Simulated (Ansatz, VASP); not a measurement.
# C in VASP and in Ansatz

Contents of INCAR:

```
PREC = Accurate ; ENCUT = 520
EDIFF = 1E-6 ; ISMEAR = 0
SIGMA = 0.05 ; LREAL = Auto
LASPH = T ; NELM = 80
ALGO = Normal ; ISIF = 2
LWAVE = F ; LCHARG = F
GGA = PE ; NBANDS = 43
```

KPOINTS

```
regular mesh
0
Gamma
  6 6 6
```

POSCAR

```
C
1.0
    3.5715485858      0.0000000000     -3.5715485858
    0.0000000000      3.5715485858     -3.5715485858
    3.5715485858      3.5715485858      0.0000000000
C
15
Direct
    0.2500000000      0.2500000000      0.2500000000
    0.2500000000      0.7500000000      0.7500000000
    0.2500000000      0.7500000000      0.2500000000
    0.7500000000      0.2500000000      0.7500000000
    0.7500000000      0.2500000000      0.2500000000
    0.7500000000      0.7500000000      0.7500000000
    0.7500000000      0.7500000000      0.2500000000
    0.1250000000      0.1250000000      0.1250000000
    0.1250000000      0.1250000000      0.6250000000
    0.1250000000      0.6250000000      0.1250000000
    0.0206040358      0.5781250000      0.7006354821
    0.6250000000      0.1250000000      0.1250000000
    0.6250000000      0.1250000000      0.6250000000
    0.6250000000      0.6250000000      0.1250000000
    0.6250000000      0.6250000000      0.6250000000
```

Input for Ansatz:

```yaml
crystal:
  lattice:
    - [3.5715485858, 0.0, -3.5715485858]
    - [0.0, 3.5715485858, -3.5715485858]
    - [3.5715485858, 3.5715485858, 0.0]
  atoms:
    - { symbol: C, position: [0.25, 0.25, 0.25] }
    - { symbol: C, position: [0.25, 0.75, 0.75] }
    - { symbol: C, position: [0.25, 0.75, 0.25] }
    - { symbol: C, position: [0.75, 0.25, 0.75] }
    - { symbol: C, position: [0.75, 0.25, 0.25] }
    - { symbol: C, position: [0.75, 0.75, 0.75] }
    - { symbol: C, position: [0.75, 0.75, 0.25] }
    - { symbol: C, position: [0.125, 0.125, 0.125] }
    - { symbol: C, position: [0.125, 0.125, 0.625] }
    - { symbol: C, position: [0.125, 0.625, 0.125] }
    - { symbol: C, position: [0.0206040358, 0.578125, 0.7006354821] }
    - { symbol: C, position: [0.625, 0.125, 0.125] }
    - { symbol: C, position: [0.625, 0.125, 0.625] }
    - { symbol: C, position: [0.625, 0.625, 0.125] }
    - { symbol: C, position: [0.625, 0.625, 0.625] }
basis:
  ecutwfc: 420
kpoints:
  mp_grid: { grid: [6, 6, 6] }
hamiltonian:
  xc: pbe
  pseudopotentials: { kind: paw, azcp: { folder: soft_1 } }
scf:
  occupations: { method: gaussian, width: 0.05 }
output:
  forces: true
  stress: true
  eigenvalues: true
  write_density: true
  write_potential: true
  elf: true
  volumetric_format: npy
```

Change from the starting cell: C vacancy; atom 11 moved 0.125 of the way to it and +0.525 Å across, host rigid.

Alike in both runs: task single point; functional PBE; k mesh 6 × 6 × 6; occupations gaussian, width 0.05 eV; no spin polarisation.

```csv
,VASP,Ansatz
version,VASP 6.6.1,Ansatz 0.2.0
potentials or method,"VASP PAW PBE potentials, release 64 (C), cutoff 520 eV","scalar-relativistic, plane waves, PAW"
valence electrons in the cell,60,60
```

Ansatz gave:

| Quantity | Value |
| --- | --- |
| gap on the k mesh at the Fermi level (eV) | none |
| pressure (GPa) | 7.5 |
| traceless stress, the component that is largest in VASP (GPa) | -19.61 |
| rms of the force components (eV/Å) | 4.767 |

Estimate VASP's values.

gap on the k mesh at the Fermi level (eV): none; pressure (GPa): 8.6; traceless stress, the component that is largest in VASP (GPa): -19.73; rms of the force components (eV/Å): 4.810.

Atom by atom the forces differ by 0.049 eV/Å (rms over components). A gap of «none» marks a metal or a gap that the smearing closes.
